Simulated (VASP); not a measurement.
# GaP (rocksalt type) (Fm-3m) in VASP: notebook, part 2 of 2

VASP 6.6.1. The steps go on from the part before.

## 5. Single point, PBE

Input file INCAR:

```
ALGO = Normal ; EDIFF = 1E-6
ENCUT = 520 ; GGA = PE
ISIF = 2 ; ISMEAR = -1
LASPH = True ; LCHARG = False
LREAL = False ; LWAVE = False
NBANDS = 16 ; NELM = 100
PREC = Accurate ; SIGMA = 0.1
```

Input file KPOINTS:

```
k-points
0
Gamma
  14 14 14
```

Input file POSCAR:

```
GaP
1.0
    0.0000000000      2.5184537339      2.5184537339
    2.5184537339      0.0000000000      2.5184537339
    2.5184537339      2.5184537339      0.0000000000
Ga P
1 1
Direct
    0.0000000000      0.0000000000      0.0000000000
    0.5000000000      0.5000000000      0.5000000000
```

Potentials or basis: VASP PAW PBE potentials, release 64 (Ga_d, P).

Command:

```sh
> cat potpaw_PBE.64/Ga_d/POTCAR potpaw_PBE.64/P/POTCAR > POTCAR
> mpirun -np 1 vasp_std > vasp.out
```

OUTCAR:

```text
EDIFF = 1E-6
   ENCUT = 520
   GGA = PE
   ISIF = 2
   ISMEAR = -1
   LASPH = True
   LREAL = False
   NELM = 100
   PREC = Accurate

 ion  position               nearest neighbor table
   1  0.000  0.000  0.000-   2 2.52   2 2.52   2 2.52   2 2.52   2 2.52   2 2.52
   2  0.500  0.500  0.500-   1 2.52   1 2.52   1 2.52   1 2.52   1 2.52   1 2.52

  LATTYP: Found a face centered cubic cell.
 ALAT       =     5.0369074678

  Lattice vectors:

 A1 = (   0.0000000000,   2.5184537339,   2.5184537339)
 A2 = (   2.5184537339,   0.0000000000,   2.5184537339)
 A3 = (   2.5184537339,   2.5184537339,   0.0000000000)

Analysis of symmetry for initial positions (statically):
=====================================================================
 Subroutine PRICEL returns:
 Original cell was already a primitive cell.

 Routine SETGRP: Setting up the symmetry group for a
 face centered cubic supercell.

 Subroutine GETGRP returns: Found 48 space group operations
 (whereof 48 operations were pure point group operations)
 out of a pool of 48 trial point group operations.

The static configuration has the point symmetry O_h .

Analysis of symmetry for dynamics (positions and initial velocities):
=====================================================================
 Subroutine PRICEL returns:
 Original cell was already a primitive cell.

 Routine SETGRP: Setting up the symmetry group for a
 face centered cubic supercell.

 Subroutine GETGRP returns: Found 48 space group operations
 (whereof 48 operations were pure point group operations)
 out of a pool of 48 trial point group operations.

The dynamic configuration has the point symmetry O_h .

 Subroutine INISYM returns: Found 48 space group operations
 (whereof 48 operations are pure point group operations),
 and found     1 'primitive' translations

----------------------------------------------------------------------------------------

                                     Primitive cell

  volume of cell :      31.9471
[... 108 lines left out ...]
     AMIX     =   0.40;   BMIX     =  1.00
     AMIX_MAG =   1.60;   BMIX_MAG =  1.00
  volume/ion in A,a.u.               =      15.97       107.79
  Fermi-wavevector in a.u.,A,eV,Ry     =   1.352140  2.555174 24.875298  1.828283
  Thomas-Fermi vector in A             =   2.479504
   LORBIT       =      0    0 simple, 1 ext, 2 COOP (PROOUT), +10 PAW based schemes
   GGA     = PE    functional components
   LHFCALC =     F    Hartree Fock is set to
   AEXX    =    0.0000 exact exchange contribution
   IVDW    =     0    specifies the selected vdW correction
   LEPSILON=     F    determine dielectric tensor
   LRPA    =     F    only Hartree local field effects (RPA)
 non-spin polarized calculation
  energy-cutoff  :      520.00
  volume of cell :       31.95
 maximum number of plane-waves:       883
   NGX = 13   NGY = 13   NGZ = 13

 number of electron      17.9999992 magnetization

 Free energy of the ion-electron system (eV)
  ---------------------------------------------------
  ext. energy  EPLUGINS =         0.00000000
  ---------------------------------------------------
  free energy    TOTEN  =        -8.27583804 eV

  energy without entropy =       -8.24495489  energy(sigma->0) =       -8.26039647

 E-fermi :   7.2950     XC(G=0): -11.3107

 val. band max:        7.2575438490   @ k =   0.0000   0.0000   0.0000
 cond. band min:       7.3267545002   @ k =   0.3571   0.0000   0.0000
 fundamental gap:      0.0692106511
 Fermi energy:         7.2949881094

 k-point     1 :       0.0000    0.0000    0.0000
  band No.  band energies     occupation
      1      -7.5020      2.00000
      2      -7.5020      2.00000
      3      -7.4732      2.00000
      4      -7.4732      2.00000
      5      -7.4732      2.00000
      6      -6.5493      2.00000
[... 433 lines left out ...]
      3      -7.4852      2.00000
      4      -7.4463      2.00000
      5      -7.4354      2.00000
      6      -5.3342      2.00000
[... 8 lines left out ...]
     15      18.1046      0.00000
     16      18.5171      0.00000

 [... further k-points ...]

------------------------ aborting loop because EDIFF is reached ----------------------------------------

  FORCE on cell =-STRESS in cart. coord.  units (eV):
  Direction    XX          YY          ZZ          XY          YZ          ZX
  --------------------------------------------------------------------------------------
  -------------------------------------------------------------------------------------
  Total        1.5077885      1.5077885      1.5077885     -0.0000000      0.0000000     -0.0000000
  in kB       75.6169386     75.6169386     75.6169386     -0.0000000      0.0000000     -0.0000000
  external PRESSURE =      75.6169386 kB  Pullay stress =       0.0000000 kB

 VOLUME and BASIS-vectors are now :
 -----------------------------------------------------------------------------
  energy-cutoff  :      520.00
  volume of cell :       31.95
      direct lattice vectors                 reciprocal lattice vectors
     0.000000000  2.518453734  2.518453734    -0.198534519  0.198534519  0.198534519
     2.518453734  0.000000000  2.518453734     0.198534519 -0.198534519  0.198534519
     2.518453734  2.518453734  0.000000000     0.198534519  0.198534519 -0.198534519

 POSITION                                       TOTAL-FORCE (eV/Angst)
 -----------------------------------------------------------------------------------
      0.00000      0.00000      0.00000        -0.000000     -0.000000     -0.000000
      2.51845      2.51845      2.51845         0.000000      0.000000      0.000000
 -----------------------------------------------------------------------------------
    total drift:                               -0.000000      0.000000      0.000000

  FREE ENERGIE OF THE ION-ELECTRON SYSTEM (eV)
  ---------------------------------------------------
  free  energy   TOTEN  =        -8.2758380445 eV

  energy  without entropy=       -8.2449548867  energy(sigma->0) =       -8.26039647
```

stdout:

```text
POSCAR found type information on POSCAR GaP
 POSCAR found :  2 types and       2 ions
 scaLAPACK will be used
 LDA part: xc-table for (Slater+PW92), standard interpolation
 POSCAR, INCAR and KPOINTS ok, starting setup
 FFT: planning ... GRIDC
 FFT: planning ... GRID_SOFT
 FFT: planning ... GRID
 WAVECAR not read
 entering main loop
```

It took 74 s on 1 thread of Intel Xeon 8259CL, shared host; peak memory 0.19 GiB.

Results:

```yaml
Free_energy: -8.2758 eV
Pressure: 7.6 GPa
Band_gap_on_the_k_mesh: zero (band 9 reaches 7.82 eV, above the bottom of band 10 at 4.36 eV)
```

Levels at points of the mesh, in eV from the Fermi level:
```
           k point  band 6  band 7  band 8  band 9  band 10  band 11  band 12  band 13
(0.00, 0.00, 0.00)  -13.84   -0.04   -0.04   -0.04     2.17     7.02     7.02     7.02
(0.50, 0.00, 0.00)  -10.81   -8.28    0.15    0.15     2.95     2.95     3.23     5.67
(0.50, 0.50, 0.00)   -9.54   -6.36   -3.09   -2.94    -2.94     3.15    11.58    11.58
```

## 6. Relaxation of cell and atoms, PBE, target pressure 7.5 GPa, at which the enthalpy is minimised

Input file INCAR:

```
PREC = Accurate
ENCUT = 600
EDIFF = 1E-7
ISMEAR = -1
SIGMA = 0.1
LREAL = False
LASPH = True
NELM = 100
ALGO = Normal
ISIF = 3
LWAVE = False
LCHARG = False
GGA = PE
IBRION = 2
NSW = 32
EDIFFG = -0.005
PSTRESS = 75.0
```

Input file KPOINTS:

```
Automatic mesh
0
Gamma
  14 14 14
```

POSCAR is that of step 5.

Potentials or basis: VASP PAW PBE potentials, release 64 (Ga_d, P).

Command:

```sh
> cat potpaw_PBE.64/Ga_d/POTCAR potpaw_PBE.64/P/POTCAR > POTCAR
> mpirun -np 1 vasp_std > vasp.out
```

Wall time 2 min (1 thread of Intel Xeon 8259CL, shared host); peak memory 0.2 GiB.

The run converged. Its results:

| Quantity | Value |
| --- | --- |
| Free energy | -8.2771 eV |
| Relaxed volume | 15.99 Å³/atom |
| Relaxed cell | a = 3.563 Å, b = 3.563 Å, c = 3.563 Å, α = 60.00°, β = 60.00°, γ = 60.00° |
| Space group after relaxing (to 0.05 Å) | Fm-3m (No. 225) |
| Energy change on relaxing (the enthalpy is what falls) | -0.6 meV/atom |
| Ionic steps | 2 |
| Pressure after relaxing | 7.5 GPa |
| Band gap on the k mesh | zero (band 9 reaches 7.81 eV, above the bottom of band 10 at 4.35 eV) |

Step by step:
```csv
step,energy change (eV),largest force (eV/Å),pressure (GPa),volume (Å³)
1,0.0000,0.0000,7.56,31.95
2,-0.0013,0.0000,7.47,31.97
```

Final structure:
```
CELL_PARAMETERS angstrom
0.00000 2.51916 2.51916
2.51916 0.00000 2.51916
2.51916 2.51916 0.00000
ATOMIC_POSITIONS crystal
Ga 0.00000 0.00000 0.00000
P 0.50000 0.50000 0.50000
```

Levels at points of the mesh, in eV from the Fermi level:
```csv
k point,band 6,band 7,band 8,band 9,band 10,band 11,band 12,band 13
"(0.00, 0.00, 0.00)",-13.84,-0.04,-0.04,-0.04,2.16,7.02,7.02,7.02
"(0.50, 0.00, 0.00)",-10.81,-8.27,0.15,0.15,2.95,2.95,3.23,5.66
"(0.50, 0.50, 0.00)",-9.54,-6.36,-3.09,-2.94,-2.94,3.15,11.58,11.58
```

Caveat: the cell is relaxed towards a set pressure, so the enthalpy falls and the energy may rise.

## 7. The runs side by side

```csv
task,cell,k mesh,cutoff (eV),gap on the mesh (eV),pressure (GPa)
single point,"a = 3.562 Å, angles 60.0°, 2 atoms",14 × 14 × 14,500,none,7.5
single point,"a = 3.649 Å, angles 60.0°, 2 atoms",15 × 15 × 15,500,none,0.0
relaxation of cell and atoms,"relaxed to 7.5 GPa from a = 3.562 Å, angles 60.0°, 2 atoms",14 × 14 × 14,500,none,7.5
single point,"a = 3.562 Å, angles 60.0°, 2 atoms",14 × 14 × 14,520,none,7.6
relaxation of cell and atoms,"relaxed to 7.5 GPa from a = 3.562 Å, angles 60.0°, 2 atoms",14 × 14 × 14,600,none,7.5
```

Alike in all rows: level PBE; potentials or basis VASP PAW PBE potentials, release 64 (Ga_d, P); no spin polarisation; smearing fermi-dirac 0.1 eV.

Caveats: the cell is relaxed towards a set pressure, so the enthalpy falls and the energy may rise (some runs); the relaxation stopped at its first step, so nothing moved (some runs).

Total energies depend on the potentials used, so only differences within one code and one set of settings carry meaning.
